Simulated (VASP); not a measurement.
The system is Al.

```
CELL_PARAMETERS angstrom
0.00000 2.26055 2.49246
1.51306 0.00000 2.49246
1.51306 2.26055 0.00000
ATOMIC_POSITIONS crystal
Al 0.00000 0.00000 0.00000
```

The cell was built from a structure type or drawn by symmetry, and may not be a known phase.

* Program: VASP 6.6.1
* Task: relaxation of cell and atoms
* Functional: PBE
* Potentials or basis: VASP PAW PBE potentials, release 64 (Al)
* Cutoff: 600 eV
* k mesh: 24 × 24 × 24
* Occupations: gaussian, width 0.1 eV
* Spin: no spin polarisation

At the start: pressure 0.2 GPa; volume 17.05 Å³/atom.

Where does the relaxation end?

Over 13 steps the energy falls by 33.0 meV/atom and the volume is 17.00 Å³/atom (-0.3 %); space group Fmmm (No. 69, to 0.1 Å) before, I4/mmm (No. 139, to 0.1 Å).

The path:
```tsv
step	energy change (eV)	largest force (eV/Å)	pressure (GPa)	volume (Å³)
1	0.0000	0.0000	0.21	17.05
2	-0.0155	0.0000	-0.50	17.10
3	-0.0252	0.0000	-0.87	17.14
4	-0.0283	0.0000	0.37	16.85
5	-0.0287	0.0000	0.93	16.73
6	-0.0313	0.0000	0.62	16.82
7	-0.0328	0.0000	0.35	16.91
8	-0.0305	0.0000	0.09	17.07
9	-0.0329	0.0000	0.27	16.95
10	-0.0329	0.0000	0.27	16.95
11	-0.0330	0.0000	-0.15	17.04
12	-0.0330	0.0000	-0.03	17.01
13	-0.0330	0.0000	0.00	17.00
```

Final structure:
```yaml
crystal:
  lattice:
    - [0.00000, 2.45615, 2.45591]
    - [1.40928, 0.00000, 2.45591]
    - [1.40928, 2.45615, 0.00000]
  atoms:
    - { symbol: Al, position: [0.00000, 0.00000, 0.00000] }
```
